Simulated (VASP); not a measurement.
# Cs3Pr (P6/mmm) in VASP: notebook, part 2 of 2

VASP 6.6.1. The steps go on from the part before.

**3. Single point, PBE**

This run uses another cell than the first one, of 70.84 Å³/atom.

File INCAR:

```
ALGO = Normal ; EDIFF = 1E-6
ENCUT = 500 ; GGA = PE
GGA_COMPAT = F ; ISIF = 2
ISMEAR = 0 ; LASPH = T
LCHARG = F ; LMAXMIX = 6
LREAL = F ; LWAVE = F
NBANDS = 27 ; NELM = 200
PREC = Accurate ; SIGMA = 0.1
```

File KPOINTS:

```
k-points
0
Gamma
  3 3 4
```

File POSCAR:

```
Cs3Pr
1.0
    9.2008192293      0.0000000000      0.0000000000
   -4.6004096147      7.9681431882      0.0000000000
    0.0000000000      0.0000000000      3.8651231568
Cs Pr
3 1
Direct
    0.5000000000      0.0000000000      0.5000000000
    0.0000000000      0.5000000000      0.5000000000
    0.5000000000      0.5000000000      0.5000000000
    0.0000000000      0.0000000000      0.5000000000
```

Potentials or basis: VASP PAW PBE potentials, release 64 (Cs_sv, Pr_3), 4f in core.

Run with:

```bash
$ cat potpaw_PBE.64/Cs_sv/POTCAR potpaw_PBE.64/Pr_3/POTCAR > POTCAR
$ mpirun -np 1 vasp_std > vasp.out
```

OUTCAR:

```text
EDIFF = 1E-6
   ENCUT = 500
   GGA = PE
   ISIF = 2
   ISMEAR = 0
   LASPH = T
   LREAL = F
   NELM = 200
   PREC = Accurate

 ion  position               nearest neighbor table
   1  0.500  0.000  0.500-
   2  0.000  0.500  0.500-
   3  0.500  0.500  0.500-
   4  0.000  0.000  0.500-

  LATTYP: Found a hexagonal cell.
 ALAT       =     9.2008192293
 C/A-ratio  =     0.4200846751

  Lattice vectors:

 A1 = (   9.2008192293,   0.0000000000,   0.0000000000)
 A2 = (  -4.6004096147,   7.9681431882,   0.0000000000)
 A3 = (   0.0000000000,   0.0000000000,   3.8651231568)

Analysis of symmetry for initial positions (statically):
=====================================================================
 Subroutine PRICEL returns:
 Original cell was already a primitive cell.

 Routine SETGRP: Setting up the symmetry group for a
 hexagonal supercell.

 Subroutine GETGRP returns: Found 24 space group operations
 (whereof 24 operations were pure point group operations)
 out of a pool of 24 trial point group operations.

The static configuration has the point symmetry D_6h.

Analysis of symmetry for dynamics (positions and initial velocities):
=====================================================================
 Subroutine PRICEL returns:
 Original cell was already a primitive cell.

 Routine SETGRP: Setting up the symmetry group for a
 hexagonal supercell.

 Subroutine GETGRP returns: Found 24 space group operations
 (whereof 24 operations were pure point group operations)
[... 100 lines left out ...]
   PSTRESS=    0.0 pullay stress
   NELECT =      38.0000    total number of electrons
   NUPDOWN=      -1.0000    fix difference up-down
   EMIN   =  10.00;   EMAX   =-10.00  energy-range for DOS
   EFERMI =   0.00;   METHOD = LEGACY
   ISMEAR =     0;   SIGMA  =   0.10  broadening in eV -4-tet -1-fermi 0-gaus
   EFERMI_NEDOS =   21; number of points for ismear=-14 and -15
   IALGO  =     38    algorithm
   IMIX   =      4    mixing-type and parameters
     AMIX     =   0.40;   BMIX     =  1.00
     AMIX_MAG =   1.60;   BMIX_MAG =  1.00
  volume/ion in A,a.u.               =      70.84       478.06
  Fermi-wavevector in a.u.,A,eV,Ry     =   0.837954  1.583504  9.553569  0.702168
  Thomas-Fermi vector in A             =   1.951929
   LORBIT       =      0    0 simple, 1 ext, 2 COOP (PROOUT), +10 PAW based schemes
   GGA     = PE    functional components
   LHFCALC =     F    Hartree Fock is set to
   AEXX    =    0.0000 exact exchange contribution
   IVDW    =     0    specifies the selected vdW correction
   LEPSILON=     F    determine dielectric tensor
   LRPA    =     F    only Hartree local field effects (RPA)
 non-spin polarized calculation
 Gauss-broadening in eV      SIGMA  =   0.10
  energy-cutoff  :      500.00
  volume of cell :      283.37
 maximum number of plane-waves:      7262
 NGX is ok and might be reduce to    70
   NGX = 33   NGY = 33   NGZ = 15

 number of electron      38.0000003 magnetization

 Free energy of the ion-electron system (eV)
  ---------------------------------------------------
  ext. energy  EPLUGINS =         0.00000000
  ---------------------------------------------------
  free energy    TOTEN  =        -4.97008174 eV

  energy without entropy =       -4.91554588  energy(sigma->0) =       -4.94281381

 E-fermi :   1.5937     XC(G=0):  -6.8660

 val. band max:        1.5761515488   @ k =   0.3333   0.0000   0.2500
 cond. band min:       1.6268182700   @ k =   0.0000   0.0000   0.2500
 fundamental gap:      0.0506667212
 Fermi energy:         1.5936933044

 k-point     1 :       0.0000    0.0000    0.0000
  band No.  band energies     occupation
      1     -36.1065      2.00000
      2     -22.1938      2.00000
      3     -22.1631      2.00000
      4     -22.1631      2.00000
      5     -18.0688      2.00000
      6     -18.0688      2.00000
[... 259 lines left out ...]
     26       3.1550      0.00000
     27       3.4745      0.00000

------------------------ aborting loop because EDIFF is reached ----------------------------------------

  FORCE on cell =-STRESS in cart. coord.  units (eV):
  Direction    XX          YY          ZZ          XY          YZ          ZX
  --------------------------------------------------------------------------------------
  -------------------------------------------------------------------------------------
  Total        0.1390816      0.1390816     -0.0617714     -0.0000000      0.0000000      0.0000000
  in kB        0.7863813      0.7863813     -0.3492619     -0.0000000      0.0000000      0.0000000
  external PRESSURE =       0.4078336 kB  Pullay stress =       0.0000000 kB

 VOLUME and BASIS-vectors are now :
 -----------------------------------------------------------------------------
  energy-cutoff  :      500.00
  volume of cell :      283.37
      direct lattice vectors                 reciprocal lattice vectors
     9.200819229  0.000000000  0.000000000     0.108685974  0.062749876  0.000000000
    -4.600409615  7.968143188  0.000000000     0.000000000  0.125499753  0.000000000
     0.000000000  0.000000000  3.865123157     0.000000000  0.000000000  0.258723968

 POSITION                                       TOTAL-FORCE (eV/Angst)
 -----------------------------------------------------------------------------------
      4.60041      0.00000      1.93256         0.000000      0.000000      0.000000
     -2.30020      3.98407      1.93256         0.000000      0.000000      0.000000
      2.30020      3.98407      1.93256        -0.000000      0.000000      0.000000
      0.00000      0.00000      1.93256         0.000000      0.000000      0.000000
 -----------------------------------------------------------------------------------
    total drift:                                0.000000     -0.000000      0.000000

  FREE ENERGIE OF THE ION-ELECTRON SYSTEM (eV)
  ---------------------------------------------------
  free  energy   TOTEN  =        -4.9700817371 eV

  energy  without entropy=       -4.9155458837  energy(sigma->0) =       -4.94281381
```

It took 52 s on 1 thread of Intel Xeon 6975P-C (Granite Rapids), shared host; peak memory 0.36 GiB.

Results:

| Item | Value |
| --- | --- |
| Free energy | -4.9701 eV |
| Pressure | 0.0 GPa |
| Band gap on the k mesh | zero (bands 19 and 20 overlap by 0.66 eV) |

Stress tensor (GPa, compression positive):
```
 0.08  0.00  0.00
 0.00  0.08  0.00
 0.00  0.00 -0.03
```

Levels at points of the mesh, in eV from the Fermi level:
| k point | band 16 | band 17 | band 18 | band 19 | band 20 | band 21 | band 22 | band 23 |
| --- | --- | --- | --- | --- | --- | --- | --- | --- |
| (0.00, 0.00, 0.00) | -9.97 | -2.36 | -0.88 | -0.46 | -0.46 | -0.09 | 0.88 | 0.88 |
| (0.00, 0.00, 0.50) | -10.24 | -0.55 | -0.55 | -0.29 | -0.17 | 0.61 | 0.61 | 0.99 |

Caveat: the k points lie up to 0.41 Å⁻¹ apart, too coarse for converged energies and pressures of a metal; spin-orbit coupling is left out, which moves the levels of the heavy elements; the 4f electrons are frozen in the core, so they carry no moment and show no levels. Spin polarisation is off, so any magnetic state and its effect on volume and gap are missing.

**4. Single point, PBE**

File INCAR:

```
SYSTEM = Cs3Pr
PREC = Accurate
ENCUT = 500
EDIFF = 1E-6
ISMEAR = 0
SIGMA = 0.2
LREAL = .FALSE.
LASPH = .TRUE.
NELM = 200
ALGO = Normal
ISIF = 2
LWAVE = .FALSE.
LCHARG = .FALSE.
GGA = PE
NBANDS = 27
GGA_COMPAT = .FALSE.
LMAXMIX = 6
```

File KPOINTS:

```
Automatic mesh
0
G
  4 4 4
  0 0 0
```

File POSCAR:

```
Cs3Pr
1.0
    8.5477135899      0.0000000036      0.0000000000
   -4.2738567981      7.4025371114      0.0000000000
    0.0000000000      0.0000000000      4.1555356474
Cs Pr
3 1
Direct
    0.5000000000      0.0000000000      0.5000000000
    0.0000000000      0.5000000000      0.5000000000
    0.5000000000      0.5000000000      0.5000000000
    0.0000000000      0.0000000000      0.0000000000
```

Run with:

```bash
$ cat potpaw_PBE.64/Cs_sv/POTCAR potpaw_PBE.64/Pr_3/POTCAR > POTCAR
$ mpirun -np 1 vasp_std > vasp.out
```

Run time: 60 s. Hardware: 1 thread of Intel Xeon 6975P-C (Granite Rapids), shared host; peak memory 0.37 GiB.

The run converged. Its results:

```
Free energy            : -5.1414 eV
Pressure               : 0.5 GPa
Band gap on the k mesh : zero (bands 19 and 20 overlap by 0.52 eV)
```

Stress tensor (GPa, compression positive):
```
 0.71  0.00  0.00
 0.00  0.71  0.00
 0.00  0.00 -0.06
```

Levels at points of the mesh, in eV from the Fermi level:
| k point | band 16 | band 17 | band 18 | band 19 | band 20 | band 21 | band 22 | band 23 |
| --- | --- | --- | --- | --- | --- | --- | --- | --- |
| (0.00, 0.00, 0.00) | -9.91 | -2.45 | -0.86 | -0.40 | -0.40 | 0.32 | 1.24 | 1.24 |
| (0.50, 0.00, 0.00) | -9.91 | -1.83 | -1.04 | -0.36 | 0.24 | 0.31 | 0.36 | 0.93 |
| (0.00, 0.00, 0.50) | -9.94 | -0.19 | -0.02 | 0.03 | 0.05 | 0.05 | 0.43 | 0.43 |
| (0.50, 0.00, 0.50) | -9.96 | -0.62 | -0.47 | -0.14 | 0.00 | 0.37 | 0.74 | 0.89 |

Caveat: the k points lie up to 0.38 Å⁻¹ apart, too coarse for converged energies and pressures of a metal; spin-orbit coupling is left out, which moves the levels of the heavy elements; the 4f electrons are frozen in the core, so they carry no moment and show no levels. Spin polarisation is off, so any magnetic state and its effect on volume and gap are missing.

**5. Summary**

| cell | k mesh | smearing | gap on the mesh (eV) | pressure (GPa) |
| --- | --- | --- | --- | --- |
| a = 8.548, b = 8.548, c = 4.156 Å, angles 90.0, 90.0, 120.0°, 4 atoms, atomic positions A | 3 × 3 × 4 | gaussian 0.1 eV | none | 0.4 |
| a = 9.201, b = 9.201, c = 3.865 Å, angles 90.0, 90.0, 120.0°, 4 atoms, atomic positions B | 3 × 3 × 4 | gaussian 0.1 eV | none | 0.0 |
| a = 8.548, b = 8.548, c = 4.156 Å, angles 90.0, 90.0, 120.0°, 4 atoms, atomic positions A | 4 × 4 × 4 | gaussian 0.2 eV | none | 0.5 |

Alike in all rows: task single point; level PBE; potentials or basis VASP PAW PBE potentials, release 64 (Cs_sv, Pr_3), 4f in core; no spin polarisation; cutoff (eV) 500.

Caveats: all runs use coarse meshes; spin-orbit coupling is left out, which moves the levels of the heavy elements; the 4f electrons are frozen in the core, so they carry no moment and show no levels.

Total energies depend on the potentials used, so only differences within one code and one set of settings carry meaning.
